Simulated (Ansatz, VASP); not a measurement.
ZnCu in VASP and in Ansatz

```
Zn Cu
1.0
     2.91931    0.00000    0.00000
     0.00000    2.91931    0.00000
     0.00000    0.00000    2.91931
Zn Cu
1 1
Cartesian
  1.4597 1.4597 1.4597
  0.0000 0.0000 0.0000
```

Alike in both runs: functional r2SCAN; k mesh 11 × 11 × 11; occupations fermi-dirac, width 0.1 eV; no spin polarisation.

Ansatz relaxed the structure, and its values are those at the end. VASP's run is a single point on that final structure, the one shown.

```csv
,VASP,Ansatz
version,VASP 6.6.1,Ansatz 0.2.0
potentials or method,"VASP PAW PBE potentials, release 64 (Zn, Cu), cutoff 520 eV",PAW plane waves
valence electrons in the cell,23,31
```

```tsv
	VASP	Ansatz	Ansatz less VASP
gap on the k mesh at the Fermi level (eV)	none	none	-
pressure (GPa)	0.5	0.0	-0.56
```

VASP's potentials were made for PBE, not for r2SCAN. A gap of «none» marks a metal or a gap that the smearing closes. VASP's potentials hold 23 valence electrons a cell and Ansatz's 31, so a difference there can come from the potentials and not from the codes.
